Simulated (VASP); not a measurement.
## MgO2: single point with LDA

MgO2:

```xyz
6
Lattice="-1.9472 1.9472 2.2762 1.9472 -1.9472 2.2762 1.9472 1.9472 -2.2762" Properties=species:S:1:pos:R:3 pbc="T T T"
Mg    0.0000    0.0000    1.1381
Mg    0.0000    0.0000    3.4143
O     2.4290    0.4818    0.0000
O     1.4654    0.4818    2.2762
O    -0.4818    1.4654    2.2762
O     0.4818    1.4654    0.0000
```

```
Program             : VASP 6.6.1
Task                : single point
Functional          : LDA
Potentials or basis : VASP PAW LDA potentials, release 64 (Mg, O)
Cutoff              : 520 eV
k mesh              : 8 × 8 × 8
Occupations         : gaussian, width 0.02 eV
Spin                : no spin polarisation
```

```json
{"Pressure": "130.2 GPa", "Largest force": "0.422 eV/Å", "Band gap on the k mesh": "4.15 eV (least direct gap 5.23 eV)"}
```

Forces on the atoms (eV/Å):
```
Mg   0.000  0.000  0.000
Mg   0.000  0.000  0.000
O    0.299  0.299  0.000
O   -0.299  0.299  0.000
O   -0.299 -0.299  0.000
O    0.299 -0.299  0.000
```

Stress tensor (GPa, compression positive):
```
131.09   0.00   0.00
  0.00 131.09   0.00
  0.00   0.00 128.33
```

Levels at points of the mesh, in eV from the valence-band top:
```csv
k point,band 11,band 12,band 13,band 14,band 15,band 16,band 17,band 18
"(0.00, 0.00, 0.00)",-5.08,-4.35,-4.35,-0.65,5.69,5.69,8.93,11.85
"(0.50, 0.00, 0.00)",-3.18,-3.18,-2.62,-2.62,4.23,4.23,11.47,11.47
"(0.50, 0.50, 0.00)",-4.75,-3.17,-2.91,-1.77,4.87,5.32,10.76,11.28
"(0.50, 0.50, 0.50)",-4.51,-1.81,-1.81,0.00,5.46,5.46,12.19,12.77
```

Run time: 18 s on 1 thread of Intel(R) Xeon(R) 6975P-C (Granite Rapids), on a shared host, peak memory 0.16 GiB.

Caveat: the cell stands under pressure. A k mesh can miss the band edges.
